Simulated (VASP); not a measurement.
Write the native input for VASP 6.6.1 that does the following.

```yaml
Task: single point
Functional: PBE
Dispersion: D3(BJ)
Potentials_or_basis: VASP PAW PBE potentials, release 64 (Ca_sv)
Cutoff: 520 eV
k_mesh: 14 × 14 × 14
Occupations: gaussian, width 0.1 eV
Spin: no spin polarisation
Dipole_correction: no
Further_INCAR_settings: ALGO = Normal; EDIFF = 1e-06; NBANDS = 11; ISYM = 0
```

The structure of Ca lies in POSCAR:

```
Ca
1.0
   -2.1525902185      2.1525902185      2.1525902185
    2.1525902185     -2.1525902185      2.1525902185
    2.1525902185      2.1525902185     -2.1525902185
Ca
1
Direct
    0.0000000000      0.0000000000      0.0000000000
```

The input as run:

INCAR

```
SYSTEM = Ca
PREC = Accurate
ENCUT = 520
EDIFF = 1E-6
ISMEAR = 0
SIGMA = 0.1
LREAL = .False.
LASPH = .True.
NELM = 100
ALGO = Normal
ISIF = 2
LWAVE = .False.
LCHARG = .False.
GGA = PE
IVDW = 12
NBANDS = 11
ISYM = 0
```

KPOINTS

```
regular mesh
0
Gamma
  14 14 14
  0 0 0
```

Potentials or basis: VASP PAW PBE potentials, release 64 (Ca_sv).

The run is started by

```sh
$ cat potpaw_PBE.64/Ca_sv/POTCAR > POTCAR
$ mpirun -np 1 vasp_std > vasp.out
```

Results of the run:

```json
{"Pressure": "0.0 GPa", "Band gap on the k mesh": "zero (band 5 reaches 2.49 eV, above the bottom of band 6 at 2.22 eV)", "Dispersion energy per atom": "-0.243 eV"}
```

Caveat: pairwise dispersion overbinds metals, which lowers pressure and volume.

Wall time 2.9 min on 1 thread of Intel(R) Xeon(R) 6975P-C (Granite Rapids), with other jobs on the host, peak memory 0.67 GiB.
